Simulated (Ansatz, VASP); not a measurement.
**One calculation of CoSn, two programs**

INCAR

```
PREC = Accurate
ENCUT = 520
EDIFF = 1E-6
ISMEAR = -1
SIGMA = 0.05
LREAL = False
LASPH = True
NELM = 150
ALGO = Normal
ISIF = 2
LWAVE = False
LCHARG = False
ISPIN = 2
MAGMOM = 0 0 0 2.5 2.5 2.5
LORBIT = 11
NUPDOWN = 7.5
LMAXMIX = 4
GGA = PS
NBANDS = 48
```

File KPOINTS:

```
Automatic mesh
0
Gamma
  5 5 6
```

Contents of POSCAR:

```
CoSn
1.0
    5.2460399276      0.0000000000      0.0000000000
   -2.6230199638      4.5432038466      0.0000000000
    0.0000000000      0.0000000000      4.1875903000
Sn Co
3 3
Direct
    0.0000000000      0.0000000000      0.0000000000
    0.3333333333      0.6666666667      0.5000000000
    0.6666666667      0.3333333333      0.5000000000
    0.5000000000      0.0000000000      0.0000000000
    0.5000000000      0.5000000000      0.0000000000
    0.0000000000      0.5000000000      0.0000000000
```

File input.yaml:

```yaml
crystal:
  lattice:
    - [5.2460399276, 0.0, 0.0]
    - [-2.6230199638, 4.5432038466, 0.0]
    - [0.0, 0.0, 4.1875903]
  atoms:
    - { symbol: Sn, position: [0.0, 0.0, 0.0] }
    - { symbol: Sn, position: [0.3333333333, 0.6666666667, 0.5] }
    - { symbol: Sn, position: [0.6666666667, 0.3333333333, 0.5] }
    - { symbol: Co, position: [0.5, 0.0, 0.0], spin: 2.5 }
    - { symbol: Co, position: [0.5, 0.5, 0.0], spin: 2.5 }
    - { symbol: Co, position: [0.0, 0.5, 0.0], spin: 2.5 }
hamiltonian:
  xc: pbesol
  pseudopotentials: { kind: paw }
magnetization:
  spin_polarized: true
  initial_magnetization: 7.5
  spin_locking: { lock_magnetization: hard }
kpoints:
  mp_grid: { grid: [5, 5, 6] }
scf:
  occupations: { method: fermi_dirac, width: 0.05 }
  lower_state_search: "off"
output:
  forces: true
  stress: true
  eigenvalues: true
```

Alike in both runs: task single point; functional PBEsol; k mesh 5 × 5 × 6; occupations fermi-dirac, width 0.05 eV; collinear spin; fixed moment 7.5 μB.

|  | VASP | Ansatz |
| --- | --- | --- |
| version | VASP 6.6.1 | Ansatz 0.2.0 |
| potentials or method | VASP PAW PBE potentials, release 64 (Sn_d, Co) | Ansatz PAW |
| plane-wave cutoff (eV) | 520 | 420 |
| valence electrons in the cell | 69 | 93 |

|  | VASP | Ansatz | Ansatz less VASP |
| --- | --- | --- | --- |
| pressure (GPa) | 12.2 | 12.4 | +0.19 |
| traceless stress, the component that is largest in VASP (GPa) | 5.44 | 5.54 | +0.108 |
| net moment per atom (μB) | 1.25 | 1.25 | 0.000 |
| size of the moment on the site where the two differ most (μB) | 0.34 | 0.21 | -0.134 |

VASP's potentials were made for PBE, not for PBEsol. Site moments also hang on the region over which each program counts them. VASP's potentials hold 69 valence electrons a cell and Ansatz's 93, so a difference there can come from the potentials and not from the codes.
